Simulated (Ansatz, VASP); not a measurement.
# Be: VASP beside Ansatz

INCAR

```
ALGO = Normal ; EDIFF = 1E-8
ENCUT = 520 ; GGA = PS
ISIF = 2 ; ISMEAR = -1
LASPH = T ; LCHARG = F
LEFG = T ; LREAL = F
LWAVE = F ; NBANDS = 12
NELM = 60 ; PREC = Accurate
SIGMA = 0.05
```

KPOINTS

```
k-points
0
Gamma
  9 9 14
```

POSCAR

```
Be
1.0
    3.7961198385      0.0000000000      0.0000000000
    0.0000000000      3.7961198385      0.0000000000
    0.0000000000      0.0000000000      2.3113002848
Be
4
Direct
    0.2974080000      0.2974080000      0.0000000000
    0.7025920000      0.7025920000      0.0000000000
    0.2025920000      0.7974080000      0.5000000000
    0.7974080000      0.2025920000      0.5000000000
```

Input for Ansatz:

```yaml
crystal:
  lattice:
    - [3.7961198385, 0.0, 0.0]
    - [0.0, 3.7961198385, 0.0]
    - [0.0, 0.0, 2.3113002848]
  atoms:
    - { symbol: Be, position: [0.297408, 0.297408, 0.0] }
    - { symbol: Be, position: [0.702592, 0.702592, 0.0] }
    - { symbol: Be, position: [0.202592, 0.797408, 0.5] }
    - { symbol: Be, position: [0.797408, 0.202592, 0.5] }
kpoints:
  mp_grid: { grid: [9, 9, 14] }
scf:
  occupations: { method: fermi_dirac, width: 0.05 }
hamiltonian:
  xc: pbesol
  pseudopotentials: { kind: all_electron, datasets: crystal }
output:
  forces: true
  stress: true
  eigenvalues: true
  efg: { contact_densities: true }
```

Change from the starting cell: volume scaled by 1.04, crystal datasets.

Alike in both runs: task electric field gradients; functional PBEsol; k mesh 9 × 9 × 14; occupations fermi-dirac, width 0.05 eV; no spin polarisation.

```csv
,VASP,Ansatz
version,VASP 6.6.1,Ansatz 0.2.0
potentials or method,"VASP PAW PBE potentials, release 64 (Be), cutoff 520 eV","all-electron PAW with datasets made for the crystal, scalar-relativistic"
```

```csv
,VASP,Ansatz,Ansatz less VASP
pressure (GPa),-5.1,-5.5,-0.39
"traceless stress, the component that is largest in VASP (GPa)",-1.14,-1.15,-0.013
rms of the force components (eV/Å),0.011,0.013,+0.0020
size of Vzz on the site where it differs most (V/Å²),1.7,1.4,-0.30
```

VASP's potentials were made for PBE, not for PBEsol. Atom by atom the forces differ by 0.002 eV/Å (rms over components). Ansatz ran all-electron here, and VASP with PAW potentials.
